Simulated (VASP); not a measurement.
Input of a VASP 6.6.1 run:

INCAR

```
PREC     = Accurate       # precision mode
ENCUT    = 520            # plane-wave cutoff, eV
EDIFF    = 1E-7           # SCF threshold, eV
ISMEAR   = 0              # smearing method
SIGMA    = 0.02           # smearing width, eV
LREAL    = False          # projectors in reciprocal space
LASPH    = True           # aspherical terms in the spheres
NELM     = 150            # most SCF steps
ALGO     = Normal         # electronic algorithm
ISIF     = 2              # what is computed and relaxed
LWAVE    = False          # write WAVECAR
LCHARG   = False          # write CHGCAR
ISPIN    = 2              # spin polarisation
MAGMOM   = 1.91 0.21      # initial moments
LORBIT   = 11             # projections on sites
LMAXMIX  = 4              # l up to which the mixer works
LDAU     = True           # DFT+U
LDAUTYPE = 2            
LDAUL    = 2 -1           # shell
LDAUU    = 6.2 0          # U, eV
LDAUJ    = 0 0          
LDAUPRINT= 1            
GGA      = PE             # functional
NBANDS   = 19             # bands
```

File KPOINTS:

```
Automatic mesh
0
Gamma
  12 12 12
```

The input POSCAR:

```
NiO
1.0
    0.0000000000      2.1337134485      2.1337134485
    2.1337134485      0.0000000000      2.1337134485
    2.1337134485      2.1337134485      0.0000000000
Ni O
1 1
Direct
    0.0000000000      0.0000000000      0.0000000000
    0.5000000000      0.5000000000      0.5000000000
```

Potentials or basis: VASP PAW PBE potentials, release 64 (Ni, O).

Run with:

```sh
$ cat potpaw_PBE.64/Ni/POTCAR potpaw_PBE.64/O/POTCAR > POTCAR
$ mpirun -np 1 vasp_std > vasp.out
```

(1) Estimate the pressure.

(2) Predict the band gap on the k mesh.

(3) Estimate the net moment.

(4) Estimate the site moments.

## Answers

(1) -8.2 GPa.

(2) 2.36 eV, indirect (least direct gap 3.16 eV).

(3) 2.00 μB per cell.

(4) Ni +1.83; O +0.16 μB.

Caveat: a cell with one magnetic atom can't hold antiferromagnetic order, which such compounds often take.
